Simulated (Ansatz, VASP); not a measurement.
Two plane-wave programs on Ge

The input INCAR:

```
SYSTEM = Ge
  ALGO = Normal
  EDIFF = 1E-7
  ENCUT = 520
  GGA = RP
  GGA_COMPAT = .FALSE.
  ISIF = 2
  ISMEAR = -1
  LASPH = .TRUE.
  LCHARG = .FALSE.
  LNONCOLLINEAR = .TRUE.
  LORBIT = 11
  LORBMOM = .TRUE.
  LREAL = .FALSE.
  LSORBIT = .TRUE.
  LWAVE = .FALSE.
  MAGMOM = 0 0 0 0 0 0
  NBANDS = 40
  NELM = 150
  PREC = Accurate
  SIGMA = 0.05
```

Contents of KPOINTS:

```
k-points
0
G
  7 7 7
  0 0 0
```

Contents of POSCAR:

```
Ge
1.0
    0.0000000000      2.9132079994      2.9132079994
    2.9132079994      0.0000000000      2.9132079994
    2.9132079994      2.9132079994      0.0000000000
Ge
2
Direct
    0.5000000000      0.5000000000      0.5000000000
    0.7500000000      0.7500000000      0.7500000000
```

Input for Ansatz:

```yaml
crystal:
  lattice:
    - [0.0, 2.9132079994, 2.9132079994]
    - [2.9132079994, 0.0, 2.9132079994]
    - [2.9132079994, 2.9132079994, 0.0]
  atoms:
    - { symbol: Ge, position: [0.5, 0.5, 0.5] }
    - { symbol: Ge, position: [0.75, 0.75, 0.75] }
hamiltonian:
  xc: rpbe
  pseudopotentials:
    kind: paw_fr
    azcp:
      Ge: "pseudopotentials/Ge.paw.azcp"
basis:
  ecutwfc: 420
  fft_grid_basis: typed
kpoints:
  mp_grid: { grid: [7, 7, 7], shift: [0, 0, 0] }
magnetization:
  noncollinear: true
  spin_orbit: true
scf:
  occupations: { method: fermi_dirac, width: 0.05 }
```

Alike in both runs: task single point; functional RPBE; k mesh 7 × 7 × 7; occupations fermi-dirac, width 0.05 eV; non-collinear spin, spin-orbit coupling.

|  | VASP | Ansatz |
| --- | --- | --- |
| version | VASP 6.6.1 | Ansatz 0.2.0 |
| potentials or method | VASP PAW PBE potentials, release 64 (Ge_d), cutoff 520 eV | plane waves (420 eV) with PAW, fully relativistic with spin-orbit coupling |
| valence electrons in the cell | 28 | 28 |

|  | VASP | Ansatz | Ansatz less VASP |
| --- | --- | --- | --- |
| net moment per atom (μB) | 0.00 | 0.00 | 0.000 |

VASP's potentials were made for PBE, not for RPBE. The functional is the same, so the differences come from potentials, cutoffs and numerics.
